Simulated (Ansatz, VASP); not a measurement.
Re: VASP beside Ansatz

```xyz
2
Lattice="2.7748 0.0000 0.0000 -1.3874 2.4031 0.0000 0.0000 0.0000 4.4842" Properties=species:S:1:pos:R:3 pbc="T T T"
Re    0.0000    1.6020    1.1211
Re    1.3874    0.8010    3.3632
```

Alike in both runs: functional PBE; k mesh 18 × 18 × 10; occupations gaussian, width 0.1 eV; no spin polarisation.

Ansatz relaxed the structure, and its values are those at the end. VASP's run is a single point on that final structure, the one shown.

|  | VASP | Ansatz |
| --- | --- | --- |
| version | VASP 6.6.1 | Ansatz 0.2.0 |
| potentials or method | VASP PAW PBE potentials, release 64 (Re), cutoff 520 eV | scalar-relativistic, plane waves, PAW |
| valence electrons in the cell | 14 | 30 |

|  | VASP | Ansatz | Ansatz less VASP |
| --- | --- | --- | --- |
| gap on the k mesh at the Fermi level (eV) | none | none | - |
| pressure (GPa) | -0.5 | 0.0 | +0.54 |

A gap of «none» marks a metal or a gap that the smearing closes. With one functional, cell and mesh, what is left measures potentials, basis and numerics. VASP's potentials hold 14 valence electrons a cell and Ansatz's 30, so a difference there can come from the potentials and not from the codes.

Neither program's run includes spin-orbit coupling.
